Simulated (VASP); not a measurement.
**ZnS: single point with PBE**

ZnS:

```
Zn S
1.0
    -2.70465   -2.70465    0.00000
     2.70465   -2.70465    0.00000
     0.00000    0.00000   13.81860
Zn S
4 4
Direct
  0.00000 0.00000 0.73397
  0.50000 0.50000 0.14679
  0.00000 0.00000 0.34252
  0.50000 0.50000 0.53824
  0.50000 0.00000 0.24466
  0.00000 0.50000 0.44038
  0.50000 0.00000 0.63611
  0.00000 0.50000 0.04893
```

This cell differs from its parent crystal: the distance across one plane changed.

```json
{
  "Program": "VASP 6.6.1",
  "Task": "single point",
  "Functional": "PBE",
  "Potentials or basis": "VASP PAW PBE potentials, release 64 (Zn, S)",
  "Cutoff": "520 eV",
  "k mesh": "7 × 7 × 3",
  "Occupations": "gaussian, width 0.05 eV",
  "Spin": "no spin polarisation"
}
```

```yaml
Pressure: 0.2 GPa
Largest_force: 0.785 eV/Å
Band_gap_on_the_k_mesh: zero (bands 36 and 37 overlap by 0.03 eV)
```

Forces on the atoms (eV/Å):
```
Zn   0.000  0.000  0.141
Zn   0.000  0.000 -0.785
Zn   0.000  0.000 -0.567
Zn   0.000  0.000 -0.581
S    0.000  0.000  0.616
S    0.000  0.000  0.509
S    0.000  0.000  0.526
S    0.000  0.000  0.141
```

Stress tensor (GPa, compression positive):
```
 0.28 -0.12  0.00
-0.12  0.28  0.00
 0.00  0.00  0.18
```

Levels at points of the mesh, in eV from the Fermi level:
```tsv
k point	band 34	band 35	band 36	band 37	band 38	band 39
(0.00, 0.00, 0.00)	-0.72	-0.35	-0.11	0.30	2.29	2.56
```

It took 10 min on 1 thread of AMD EPYC 7R13, on a shared host, peak memory 0.38 GiB.

Caveat: the cell differs from its parent crystal (the distance across one plane changed); semilocal functionals underestimate gaps, and a narrow one can read as zero.
